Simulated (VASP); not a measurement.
Write the native input for VASP 6.6.1 that does the following.

```
Task                   : single point
Functional             : LDA
Potentials or basis    : VASP PAW LDA potentials, release 64 (Sb_d_GW, Mn_sv)
Cutoff                 : 680 eV
k mesh                 : 9 × 9 × 2
Occupations            : fermi-dirac, width 0.05 eV
Spin                   : collinear spin, ferromagnetic start
Starting moments       : [0.0, 0.0, 0.0, 0.0, 4.0] μB
Hubbard terms          : Mn d U = 1.0 eV
Dipole correction      : no
Further INCAR settings : ALGO = Normal; EDIFF = 1e-06; NBANDS = 50
```

The structure of MnSb4 lies in POSCAR:

```
MnSb4
1.0
    3.0805000000      0.0000000000      0.0000000000
    0.0000000000      3.0805000000      0.0000000000
    0.0000000000      0.0000000000     14.9942030000
Sb Mn
4 1
Direct
    0.0000000000      0.0000000000      0.8196820000
    0.0000000000      0.0000000000      0.6005510000
    0.0000000000      0.0000000000      0.3994490000
    0.0000000000      0.0000000000      0.1803180000
    0.0000000000      0.0000000000      0.0000000000
```

These files were run (other wordings do the same):

INCAR

```
  PREC = Accurate
  ENCUT = 680
  EDIFF = 1E-6
  ISMEAR = -1
  SIGMA = 0.05
  LREAL = F
  LASPH = T
  NELM = 200
  ALGO = Normal
  ISIF = 2
  LWAVE = F
  LCHARG = T
  ISPIN = 2
  MAGMOM = 0 0 0 0 4
  LORBIT = 11
  LMAXMIX = 4
  LDAU = T
  LDAUTYPE = 2
  LDAUL = -1 2
  LDAUU = 0 1
  LDAUJ = 0 0
  LDAUPRINT = 1
  LELF = T
  LVHAR = T
  NBANDS = 50
  GGA_COMPAT = F
```

KPOINTS

```
regular mesh
0
Gamma
  9 9 2
```

Potentials or basis: VASP PAW LDA potentials, release 64 (Sb_d_GW, Mn_sv).

Command:

```console
$ cat potpaw_LDA.64/Sb_d_GW/POTCAR potpaw_LDA.64/Mn_sv/POTCAR > POTCAR
$ mpirun -np 1 vasp_std > vasp.out
```

It gave:

The pressure is -4.0 GPa and the largest force is 0.066 eV/Å. The net moment is 4.13 μB per cell, the site moments are Sb -0.03, +0.00 (each value once); Mn +3.75 μB and the valence electrons inside the program's atomic spheres are Sb 12.72, 12.69 (each value once); Mn 12.86.

Caveat: the cell stands under tension; a cell with one magnetic atom can't hold antiferromagnetic order, which such compounds often take; the U is typed as a test and isn't derived for this compound.

Wall time 13 min on 1 thread of AMD EPYC 9R45 96-Core Processor (Zen 5), on a shared host, peak memory 0.56 GiB.
